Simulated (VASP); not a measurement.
Set up this calculation in VASP 6.6.1, as the native input.

* Task: single point
* Functional: PBEsol
* Potentials or basis: VASP PAW PBE potentials, release 64 (Al, Ni)
* Cutoff: 520 eV
* k mesh: 12 × 12 × 8
* Occupations: methfessel-paxton, width 0.2 eV
* Spin: no spin polarisation
* Dipole correction: no
* Further INCAR settings: ALGO = Fast; EDIFF = 1e-06; NBANDS = 32

The structure of AlNi2 lies in POSCAR:

```
AlNi2
1.0
    3.9740030242      0.0000000000      0.0000000000
   -1.9870015121      3.4415875737      0.0000000000
    0.0000000000      0.0000000000      4.9042588200
Al Ni
2 4
Direct
    0.3333333333      0.6666666667      0.1898740600
    0.6666666667      0.3333333333      0.8101259400
    0.3333333333      0.6666666667      0.6851100400
    0.6666666667      0.3333333333      0.3148899600
    0.0000000000      0.0000000000      0.5000000000
    0.0000000000      0.0000000000      0.0000000000
```

One way to write it, as run:

INCAR

```
PREC = Accurate
ENCUT = 520
EDIFF = 1E-6
ISMEAR = 1
SIGMA = 0.2
LREAL = False
LASPH = True
NELM = 80
ALGO = Fast
ISIF = 2
LWAVE = False
LCHARG = True
GGA = PS
LELF = True
LVHAR = True
NBANDS = 32
```

KPOINTS

```
Automatic mesh
0
Gamma
  12 12 8
```

Potentials or basis: VASP PAW PBE potentials, release 64 (Al, Ni).

Command:

```bash
$ cat potpaw_PBE.64/Al/POTCAR potpaw_PBE.64/Ni/POTCAR > POTCAR
$ mpirun -np 1 vasp_std > vasp.out
```

It gave:

- Pressure: 0.2 GPa
- Largest force: 0.064 eV/Å
- Band gap on the k mesh: zero (band 23 reaches 13.83 eV, above the bottom of band 24 at 9.61 eV)

Caveat: the PAW data sets were made with another functional, which shifts forces and pressure a little.

Run time: 2.4 min on 1 thread of Intel(R) Xeon(R) 6975P-C (Granite Rapids), on a shared host, peak memory 0.33 GiB.
